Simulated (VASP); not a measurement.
# Si (P1) in VASP: notebook

Si is run at these levels: LDA; tasks: single point.

All numbers are computed with VASP 6.6.1; they aren't measurements. Logs are shortened: lines on timing, memory, paths and dates and some standing lists are left out, and cuts for length are marked.

**1. The cell of the first run**

The typed cell holds 8 atoms: a = 3.802 Å, b = 3.802 Å, c = 12.689 Å, α = 82.83°, β = 84.27°, γ = 60.00°.

**2. Single point, LDA (the part above a cut slid along it)**

File INCAR:

```
SYSTEM = Si
ALGO = Normal ; EDIFF = 1E-6
ENCUT = 520 ; ISIF = 2
ISMEAR = 0 ; LASPH = .True.
LCHARG = .False. ; LREAL = .False.
LWAVE = .False. ; NBANDS = 26
NELM = 60 ; PREC = Accurate
SIGMA = 0.03
```

File KPOINTS:

```
k-points
0
Gamma
  10 10 3
  0 0 0
```

File POSCAR:

```
Si
1.0
   -3.8016851185      0.0000000000      0.0000000000
   -1.9008425592     -3.2923558898      0.0000000000
   -1.2672283728     -1.0974519633     12.5773876662
Si
8
Direct
    0.1822469962      0.0311606590      0.9065180230
    0.2655803295      0.1978273257      0.4065180230
    0.6405803295      0.6144939923      0.1565180230
    0.5572469962      0.4478273257      0.6565180230
    0.3177530038      0.3021726743      0.0934819770
    0.2344196705      0.1355060077      0.5934819770
    0.6094196705      0.5521726743      0.3434819770
    0.5260863372      0.3855060077      0.8434819770
```

Potentials or basis: VASP PAW LDA potentials, release 64 (Si).

On the command line:

```
$ cat potpaw_LDA.64/Si/POTCAR > POTCAR
$ mpirun -np 1 vasp_std > vasp.out
```

OUTCAR:

```text
SYSTEM = Si
   EDIFF = 1E-6
   ENCUT = 520
   ISIF = 2
   ISMEAR = 0
   LASPH = .True.
   LREAL = .False.
   NELM = 60
   PREC = Accurate

 ion  position               nearest neighbor table
   1  0.182  0.031  0.907-   8 2.33   8 2.33   8 2.33   5 2.89
   2  0.266  0.198  0.407-   7 2.33   7 2.33   7 2.33   6 2.35
   3  0.641  0.614  0.157-   5 2.33   5 2.33   5 2.33   7 2.35
   4  0.557  0.448  0.657-   6 2.33   6 2.33   6 2.33   8 2.35
   5  0.318  0.302  0.093-   3 2.33   3 2.33   3 2.33   1 2.89
   6  0.234  0.136  0.593-   4 2.33   4 2.33   4 2.33   2 2.35
   7  0.609  0.552  0.343-   2 2.33   2 2.33   2 2.33   3 2.35
   8  0.526  0.386  0.843-   1 2.33   1 2.33   1 2.33   4 2.35

  LATTYP: Found a triclinic cell.
 ALAT       =     3.8016851185
 B/A-ratio  =     1.0000000000
 C/A-ratio  =     3.4602169650
 COS(alpha) =     0.0240832682
 COS(beta)  =     0.2649159506
 COS(gamma) =     0.5000000000

  Lattice vectors:

 A1 = (   1.9008425593,  -3.2923558898,   0.0000000000)
 A2 = (  -1.9008425592,  -3.2923558898,   0.0000000000)
 A3 = (   3.1680709321,  -2.1949039265, -12.5773876662)

Analysis of symmetry for initial positions (statically):
=====================================================================
 Subroutine PRICEL returns:
 Original cell was already a primitive cell.

 Routine SETGRP: Setting up the symmetry group for a
 triclinic supercell.

 Subroutine GETGRP returns: Found  1 space group operations
 (whereof  1 operations were pure point group operations)
 out of a pool of  2 trial point group operations.

The static configuration has the point symmetry C_1 .

Analysis of symmetry for dynamics (positions and initial velocities):
=====================================================================
 Subroutine PRICEL returns:
 Original cell was already a primitive cell.

 Routine SETGRP: Setting up the symmetry group for a
 triclinic supercell.

 Subroutine GETGRP returns: Found  1 space group operations
 (whereof  1 operations were pure point group operations)
 out of a pool of  2 trial point group operations.

The dynamic configuration has the point symmetry C_1 .

 Subroutine INISYM returns: Found  1 space group operations
 (whereof  1 operations are pure point group operations),
 and found     1 'primitive' translations

----------------------------------------------------------------------------------------

                                     Primitive cell

  volume of cell :     157.4249

[... 107 lines left out ...]
   ISYM   =      2    0-nonsym 1-usesym 2-fastsym
   POTIM  = 0.5000    time-step for ionic-motion
   TEBEG  =    0.0;   TEEND  =   0.0 temperature during run
   PSTRESS=    0.0 pullay stress
   NELECT =      32.0000    total number of electrons
   NUPDOWN=      -1.0000    fix difference up-down
   EMIN   =  10.00;   EMAX   =-10.00  energy-range for DOS
   EFERMI =   0.00;   METHOD = LEGACY
   ISMEAR =     0;   SIGMA  =   0.03  broadening in eV -4-tet -1-fermi 0-gaus
   EFERMI_NEDOS =   21; number of points for ismear=-14 and -15
   IALGO  =     38    algorithm
   IMIX   =      4    mixing-type and parameters
     AMIX     =   0.40;   BMIX     =  1.00
     AMIX_MAG =   1.60;   BMIX_MAG =  1.00
  volume/ion in A,a.u.               =      19.68       132.79
  Fermi-wavevector in a.u.,A,eV,Ry     =   0.962573  1.818999 12.606436  0.926547
  Thomas-Fermi vector in A             =   2.092044
   LORBIT       =      0    0 simple, 1 ext, 2 COOP (PROOUT), +10 PAW based schemes
   GGA     = CA    functional components
   LHFCALC =     F    Hartree Fock is set to
   AEXX    =    0.0000 exact exchange contribution
   IVDW    =     0    specifies the selected vdW correction
   LEPSILON=     F    determine dielectric tensor
   LRPA    =     F    only Hartree local field effects (RPA)
 non-spin polarized calculation
 Gauss-broadening in eV      SIGMA  =   0.03
  energy-cutoff  :      520.00
  volume of cell :      157.42
 maximum number of plane-waves:      4259
   NGX = 15   NGY = 15   NGZ = 47

 number of electron      31.9999999 magnetization

 Free energy of the ion-electron system (eV)
  ---------------------------------------------------
  ext. energy  EPLUGINS =         0.00000000
  ---------------------------------------------------
  free energy    TOTEN  =       -46.33833439 eV

  energy without entropy =      -46.33742776  energy(sigma->0) =      -46.33788107

 E-fermi :   5.9076     XC(G=0):  -9.7048

 val. band max:        5.8871006001   @ k =   0.1000   0.0000   0.3333
 cond. band min:       5.9085190824   @ k =   0.5000  -0.4000   0.3333
 fundamental gap:      0.0214184823
 Fermi energy:         5.9076486386

 k-point     1 :       0.0000    0.0000    0.0000
  band No.  band energies     occupation
      1      -6.1151      2.00000
      2      -5.3583      2.00000
      3      -5.2847      2.00000
      4      -3.8346      2.00000
      5      -0.9753      2.00000
      6       1.8502      2.00000
[... 685 lines left out ...]
     25      10.5612      0.00000
     26      10.7955      0.00000

 [... further k-points ...]

------------------------ aborting loop because EDIFF is reached ----------------------------------------

  FORCE on cell =-STRESS in cart. coord.  units (eV):
  Direction    XX          YY          ZZ          XY          YZ          ZX
  --------------------------------------------------------------------------------------
  -------------------------------------------------------------------------------------
  Total       -1.2887430     -1.2270759     -0.1005601     -1.2456073      1.9302976      2.3245730
  in kB      -13.1160639    -12.4884532     -1.0234412    -12.6770544     19.6454273     23.6581292
  external PRESSURE =      -8.8759861 kB  Pullay stress =       0.0000000 kB

 VOLUME and BASIS-vectors are now :
 -----------------------------------------------------------------------------
  energy-cutoff  :      520.00
  volume of cell :      157.42
      direct lattice vectors                 reciprocal lattice vectors
    -3.801685119  0.000000000  0.000000000    -0.263041249  0.151866936 -0.013251294
    -1.900842559 -3.292355890  0.000000000     0.000000000 -0.303733871 -0.026502589
    -1.267228373 -1.097451963 12.577387666     0.000000000  0.000000000  0.079507766

 POSITION                                       TOTAL-FORCE (eV/Angst)
 -----------------------------------------------------------------------------------
     -1.90084     -1.09745     11.40163        -0.520011     -0.494157      0.700147
     -1.90084     -1.09745      5.11293        -0.001766     -0.001409     -0.018088
     -3.80169     -2.19490      1.96859        -0.112729     -0.037491     -0.022303
     -3.80169     -2.19490      8.25728        -0.136027     -0.048770     -0.201388
     -1.90084     -1.09745      1.17576         0.803640      0.491375     -0.642019
     -1.90084     -1.09745      7.46445        -0.015856     -0.003524      0.042987
     -3.80169     -2.19490      4.32011         0.003717      0.084008      0.096026
     -3.80169     -2.19490     10.60880        -0.020969      0.009968      0.044639
 -----------------------------------------------------------------------------------
    total drift:                                0.000024     -0.000023     -0.000017

  FREE ENERGIE OF THE ION-ELECTRON SYSTEM (eV)
  ---------------------------------------------------
  free  energy   TOTEN  =       -46.3383343874 eV

  energy  without entropy=      -46.3374277623  energy(sigma->0) =      -46.33788107
```

OSZICAR:

```text
N       E                     dE             d eps       ncg     rms          rms(c)
DAV:   1     0.625326585700E+02    0.62533E+02   -0.12057E+04  7904   0.101E+03
DAV:   2    -0.418748274838E+02   -0.10441E+03   -0.97141E+02  9908   0.149E+02
DAV:   3    -0.472889725638E+02   -0.54141E+01   -0.53061E+01 10472   0.312E+01
DAV:   4    -0.473856888774E+02   -0.96716E-01   -0.96433E-01 10052   0.522E+00
DAV:   5    -0.473879104497E+02   -0.22216E-02   -0.22202E-02 10292   0.740E-01    0.995E+00
DAV:   6    -0.466315936010E+02    0.75632E+00   -0.42241E-01  9962   0.291E+00    0.584E+00
DAV:   7    -0.463402510757E+02    0.29134E+00   -0.68484E-01  8648   0.317E+00    0.767E-01
DAV:   8    -0.463388262438E+02    0.14248E-02   -0.43926E-02 10480   0.113E+00    0.487E-01
DAV:   9    -0.463385759597E+02    0.25028E-03   -0.71354E-03 10166   0.446E-01    0.136E-01
DAV:  10    -0.463383104660E+02    0.26549E-03   -0.16032E-03  9784   0.208E-01    0.588E-02
DAV:  11    -0.463383298168E+02   -0.19351E-04   -0.26508E-04  9268   0.807E-02    0.464E-02
DAV:  12    -0.463383374924E+02   -0.76756E-05   -0.46843E-05  9964   0.303E-02    0.258E-02
DAV:  13    -0.463383344759E+02    0.30166E-05   -0.12525E-05  9056   0.156E-02    0.584E-03
DAV:  14    -0.463383343874E+02    0.88485E-07   -0.10656E-06  5118   0.458E-03
   1 F= -.46338334E+02 E0= -.46337881E+02  d E =-.906625E-03
```

Run time: 3.3 min. Hardware: 1 thread of Intel Xeon 6975P-C (Granite Rapids), shared host; peak memory 0.5 GiB.

What came out:

```
Free energy            : -46.3383 eV
Pressure               : -0.9 GPa
Largest force          : 1.140 eV/Å
Band gap on the k mesh : zero (bands 16 and 17 overlap by 0.63 eV)
```

Forces in eV/Å, atoms in the order of the input:
```
Si  -0.520 -0.494  0.700
Si  -0.002 -0.001 -0.018
Si  -0.113 -0.037 -0.022
Si  -0.136 -0.049 -0.201
Si   0.804  0.491 -0.642
Si  -0.016 -0.004  0.043
Si   0.004  0.084  0.096
Si  -0.021  0.010  0.045
```

Levels at points of the mesh, in eV from the Fermi level:
```csv
k point,band 12,band 13,band 14,band 15,band 16,band 17,band 18,band 19,band 20,band 21
"(0.00, 0.00, 0.00)",-0.42,-0.20,-0.02,0.11,0.30,1.52,1.64,2.20,2.44,2.58
"(0.50, 0.00, 0.00)",-2.62,-2.31,-1.66,-1.55,-1.34,0.04,0.80,1.16,1.71,2.02
"(0.00, 0.50, 0.00)",-2.54,-2.37,-1.82,-1.50,-0.95,-0.03,0.77,1.00,1.59,2.12
"(0.50, 0.50, 0.00)",-2.36,-2.22,-2.13,-1.29,-0.96,-0.04,0.65,1.12,1.47,2.33
```

Caveat: the cell differs from its parent crystal (the part above a cut slid along it); semilocal functionals underestimate gaps, and a narrow one can read as zero; forces of over 1 eV/Å act on the atoms, so gaps and moduli don't describe the material at rest.

**3. Single point, LDA (the part above a cut slid along it)**

File INCAR:

```
SYSTEM = Si
PREC     = Accurate       ! precision mode
ENCUT    = 520            ! plane-wave cutoff, eV
EDIFF    = 1E-7           ! SCF threshold, eV
ISMEAR   = 0              ! smearing method
SIGMA    = 0.03           ! smearing width, eV
LREAL    = .False.        ! projectors in reciprocal space
LASPH    = .True.         ! aspherical terms in the spheres
NELM     = 80             ! most SCF steps
ALGO     = Normal         ! electronic algorithm
ISIF     = 2              ! what is computed and relaxed
LWAVE    = .False.        ! write WAVECAR
LCHARG   = .False.        ! write CHGCAR
GGA      = CA             ! functional
NBANDS   = 26             ! bands
```

File KPOINTS:

```
regular mesh
0
Gamma
  10 10 3
  0 0 0
```

File POSCAR:

```
Si
1.0
   -3.8016851185      0.0000000000      0.0000000000
   -1.9008425592     -3.2923558898      0.0000000000
   -1.1088248262     -0.8230889725     12.5773876662
Si
8
Direct
    0.1822469962      0.1067038276      0.9065180230
    0.2655803295      0.2317038276      0.4065180230
    0.6405803295      0.6275371609      0.1565180230
    0.5572469962      0.5025371609      0.6565180230
    0.3177530038      0.3099628391      0.0934819770
    0.2344196705      0.1849628391      0.5934819770
    0.6094196705      0.5807961724      0.3434819770
    0.5260863372      0.4557961724      0.8434819770
```

Potentials or basis: VASP PAW LDA potentials, release 64 (Si).

On the command line:

```
$ cat potpaw_LDA.64/Si/POTCAR > POTCAR
$ mpirun -np 1 vasp_std > vasp.out
```

It took 3.5 min on 1 thread of Intel Xeon 6975P-C (Granite Rapids), shared host; peak memory 0.5 GiB.

It converged, with:

| Item | Value |
| --- | --- |
| Free energy | -46.6595 eV |
| Pressure | -0.9 GPa |
| Largest force | 1.452 eV/Å |
| Band gap on the k mesh | zero (bands 16 and 17 overlap by 0.37 eV) |

Forces on the atoms (eV/Å):
```
Si  -0.752 -0.615  0.804
Si   0.005  0.000 -0.021
Si  -0.151 -0.080 -0.040
Si  -0.165 -0.095 -0.158
Si   1.022  0.695 -0.761
Si   0.003  0.003  0.036
Si   0.052  0.076  0.087
Si  -0.014  0.015  0.053
```

Stress tensor (GPa, compression positive):
```
-1.24 -1.13  3.20
-1.13 -0.54  2.43
 3.20  2.43 -0.84
```

Levels at points of the mesh, in eV from the Fermi level:
```
           k point  band 12  band 13  band 14  band 15  band 16  band 17  band 18  band 19  band 20  band 21
(0.00, 0.00, 0.00)    -0.60    -0.46    -0.18     0.00     0.16     1.36     1.62     2.05     2.27     2.43
(0.50, 0.00, 0.00)    -2.70    -2.45    -1.97    -1.76    -1.42     0.15     0.62     0.99     1.53     1.93
(0.00, 0.50, 0.00)    -2.65    -2.49    -2.05    -1.70    -1.28     0.15     0.60     0.92     1.45     1.99
(0.50, 0.50, 0.00)    -2.52    -2.34    -2.29    -1.45    -1.29     0.04     0.48     0.99     1.30     2.14
```

Caveat: the cell differs from its parent crystal (the part above a cut slid along it); semilocal functionals underestimate gaps, and a narrow one can read as zero; forces of over 1 eV/Å act on the atoms, so gaps and moduli don't describe the material at rest.

The gap in the log of VASP goes by the Fermi energy; the results here count the filled bands.